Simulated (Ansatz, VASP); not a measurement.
Al in VASP and in Ansatz

The input INCAR:

```
PREC = Accurate
ENCUT = 500
EDIFF = 1E-7
ISMEAR = 0
SIGMA = 0.1
LREAL = F
LASPH = T
NELM = 120
ALGO = Normal
ISIF = 3
LWAVE = F
LCHARG = F
GGA = PE
IBRION = 2
NSW = 90
EDIFFG = -0.04
GGA_COMPAT = F
NELMIN = 4
```

The input KPOINTS:

```
regular mesh
0
Gamma
  9 9 9
```

POSCAR

```
Al
1.0
    2.1829270566      1.2603135237      1.0676248897
   -2.1829270566      1.2603135237      1.0676248897
    0.0000000000     -2.5206270475      1.0676248897
Al
1
Direct
    0.0000000000      0.0000000000      0.0000000000
```

Input for Ansatz:

```yaml
crystal:
  lattice:
    - [2.1829270566, 1.2603135237, 1.0676248897]
    - [-2.1829270566, 1.2603135237, 1.0676248897]
    - [0.0, -2.5206270475, 1.0676248897]
  atoms:
    - { symbol: Al, position: [0.0, 0.0, 0.0] }
basis:
  ecutwfc: 420
kpoints:
  mp_grid: { grid: [9, 9, 9] }
hamiltonian:
  xc: pbe
scf:
  occupations: { method: gaussian, width: 0.1 }
  lower_state_search: "off"
output:
  forces: true
  stress: true
  eigenvalues: true
relax:
  adjacent_minimum: "off"
  f_tol: 0.04
  max_steps: 70
  cell: { stress_tol: 0.4 }
```

Alike in both runs: task relaxation of cell and atoms; functional PBE; k mesh 9 × 9 × 9; occupations gaussian, width 0.1 eV; no spin polarisation.

```csv
,VASP,Ansatz
version,VASP 6.6.1,Ansatz 0.2.0
potentials or method,"VASP PAW PBE potentials, release 64 (Al), cutoff 500 eV","scalar-relativistic, plane waves, PAW"
valence electrons in the cell,3,3
```

|  | VASP | Ansatz | Ansatz less VASP |
| --- | --- | --- | --- |
| gap on the k mesh at the Fermi level, each at its own relaxed structure (eV) | none | none | - |
| relaxed volume (Å³/atom) | 16.92 | 16.90 | -0.019 |
| relaxed cell length with the largest relative difference (Å) | 2.800 | 2.800 | -0.0002 |

A gap of «none» marks a metal or a gap that the smearing closes.
